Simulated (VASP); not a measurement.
# NaI (I4/mmm) in VASP: further runs, part 2 of 2

VASP 6.6.1.

## 4. Electric field gradients, LDA (equal xx and yy strain of -1 %)

Contents of INCAR:

```
PREC = Accurate ; ENCUT = 520
EDIFF = 1E-8 ; ISMEAR = -1
SIGMA = 0.02 ; LREAL = False
LASPH = True ; NELM = 60
ALGO = Normal ; ISIF = 2
LWAVE = False ; LCHARG = False
LEFG = True ; NBANDS = 14
```

Contents of KPOINTS:

```
Automatic mesh
0
Gamma
  8 8 8
```

Contents of POSCAR:

```
NaI
1.0
    0.0000000000      3.2040360000      3.2364000000
    3.2040360000      0.0000000000      3.2364000000
    3.2040360000      3.2040360000      0.0000000000
Na I
1 1
Direct
    0.0000000000      0.0000000000      0.0000000000
    0.5000000000      0.5000000000      0.5000000000
```

Potentials or basis: VASP PAW LDA potentials, release 64 (Na_pv, I).

Run with:

```console
$ cat potpaw_LDA.64/Na_pv/POTCAR potpaw_LDA.64/I/POTCAR > POTCAR
$ mpirun -np 1 vasp_std > vasp.out
```

OUTCAR:

```text
PREC = Accurate
   ENCUT = 520
   EDIFF = 1E-8
   ISMEAR = -1
   LREAL = False
   LASPH = True
   NELM = 60
   ISIF = 2

 ion  position               nearest neighbor table
   1  0.000  0.000  0.000-
   2  0.500  0.500  0.500-

  LATTYP: Found a body centered tetragonal cell.
 ALAT       =     4.5311911655
 C/A-ratio  =     1.4284985479

  Lattice vectors:

 A1 = (  -3.2040360000,   0.0000000000,   3.2364000000)
 A2 = (   3.2040360000,   0.0000000000,   3.2364000000)
 A3 = (   0.0000000000,   3.2040360000,  -3.2364000000)

Analysis of symmetry for initial positions (statically):
=====================================================================
 Subroutine PRICEL returns:
 Original cell was already a primitive cell.

 Routine SETGRP: Setting up the symmetry group for a
 body centered tetragonal supercell.

 Subroutine GETGRP returns: Found 16 space group operations
 (whereof 16 operations were pure point group operations)
 out of a pool of 16 trial point group operations.

The static configuration has the point symmetry D_4h.

Analysis of symmetry for dynamics (positions and initial velocities):
=====================================================================
 Subroutine PRICEL returns:
 Original cell was already a primitive cell.

 Routine SETGRP: Setting up the symmetry group for a
 body centered tetragonal supercell.

 Subroutine GETGRP returns: Found 16 space group operations
 (whereof 16 operations were pure point group operations)
 out of a pool of 16 trial point group operations.

The dynamic configuration has the point symmetry D_4h.

 Subroutine INISYM returns: Found 16 space group operations
 (whereof 16 operations are pure point group operations),
 and found     1 'primitive' translations

[... 551 lines left out ...]
     10       8.1804      0.00000
     11       8.7130      0.00000
     12      10.6822      0.00000
     13      11.6912      0.00000
     14      11.8776      0.00000

 [... further k-points ...]

------------------------ aborting loop because EDIFF is reached ----------------------------------------

  FORCE on cell =-STRESS in cart. coord.  units (eV):
  Direction    XX          YY          ZZ          XY          YZ          ZX
  --------------------------------------------------------------------------------------
  -------------------------------------------------------------------------------------
  Total       -0.5318009     -0.5318009     -0.6225817      0.0000000      0.0000000      0.0000000
  in kB      -12.8224991    -12.8224991    -15.0113583      0.0000000      0.0000000      0.0000000
  external PRESSURE =     -13.5521188 kB  Pullay stress =       0.0000000 kB

 VOLUME and BASIS-vectors are now :
 -----------------------------------------------------------------------------
  energy-cutoff  :      520.00
  volume of cell :       66.45
      direct lattice vectors                 reciprocal lattice vectors
     0.000000000  3.204036000  3.236400000    -0.156053178  0.156053178  0.154492646
     3.204036000  0.000000000  3.236400000     0.156053178 -0.156053178  0.154492646
     3.204036000  3.204036000  0.000000000     0.156053178  0.156053178 -0.154492646

 POSITION                                       TOTAL-FORCE (eV/Angst)
 -----------------------------------------------------------------------------------
      0.00000      0.00000      0.00000         0.000000     -0.000000     -0.000000
      3.20404      3.20404      3.23640        -0.000000      0.000000      0.000000
 -----------------------------------------------------------------------------------
    total drift:                                0.000000      0.000000      0.000000

  FREE ENERGIE OF THE ION-ELECTRON SYSTEM (eV)
  ---------------------------------------------------
  free  energy   TOTEN  =        -5.9940777616 eV

  energy  without entropy=       -5.9940777616  energy(sigma->0) =       -5.99407776

 Electric field gradients (V/A^2)
---------------------------------------------------------------------
 ion       V_xx      V_yy      V_zz      V_xy      V_xz      V_yz
---------------------------------------------------------------------
   1      -0.331    -0.331     0.662    -0.003    -0.002    -0.002
   2       0.349     0.349    -0.698    -0.000    -0.000    -0.000
---------------------------------------------------------------------

 Electric field gradients after diagonalization (V/A^2)
 (convention: |V_zz| > |V_xx| > |V_yy|)
----------------------------------------------------------------------
 ion       V_xx      V_yy      V_zz     asymmetry (V_yy - V_xx)/ V_zz
----------------------------------------------------------------------
   1      -0.334    -0.328     0.662       0.008
   2       0.349     0.349    -0.698       0.001
----------------------------------------------------------------------

           NMR quadrupolar parameters

 Cq : quadrupolar parameter    Cq=e*Q*V_zz/h
 eta: asymmetry parameters     (V_yy - V_xx)/ V_zz
 Q  : nuclear electric quadrupole moment in mb (millibarn)
----------------------------------------------------------------------
 ion       Cq(MHz)       eta       Q (mb)
----------------------------------------------------------------------
   1       0.002       0.008       1.000
   2      -0.002       0.001       1.000
----------------------------------------------------------------------
```

It took 28 s on 1 thread of Intel Xeon Platinum 8488C (Sapphire Rapids), shared host; peak memory 0.2 GiB.

What came out:

- Free energy: -5.9941 eV
- Pressure: -1.4 GPa
- Band gap on the k mesh: 3.39 eV
- Largest electric field gradient by atom: Na +0.7; I -0.7 V/Å²

Electric field gradients, principal values (V/Å²):
```csv
atom,least,middle,greatest (by size)
1 Na,-0.328,-0.334,0.662
2 I,0.349,0.349,-0.698
```

Caveat: the cell differs from its parent crystal (equal xx and yy strain of -1 %); without QUAD_EFG the Cq values of the log hold for a quadrupole moment of 1 mb, not for the nuclei; spin-orbit coupling is left out, which moves the levels of the heavy elements.

## 5. Summary

| cell | gap on the mesh (eV) | pressure (GPa) |
| --- | --- | --- |
| a = 4.531, b = 4.531, c = 4.485 Å, angles 60.3, 60.3, 59.3°, 2 atoms | 3.44 | -1.0 |
| a = 4.531, b = 4.531, c = 4.577 Å, angles 59.7, 59.7, 60.7°, 2 atoms | 3.39 | -1.3 |
| a = 4.554, b = 4.554, c = 4.531 Å, angles 60.2, 60.2, 59.7°, 2 atoms | 3.39 | -1.4 |

Alike in all rows: task electric field gradients; level LDA; potentials or basis VASP PAW LDA potentials, release 64 (Na_pv, I); no spin polarisation; k mesh 8 × 8 × 8; cutoff (eV) 520; smearing fermi-dirac 0.02 eV.

Caveats: spin-orbit coupling is left out, which moves the levels of the heavy elements.

Absolute energies hang on the potentials; compare differences alone.
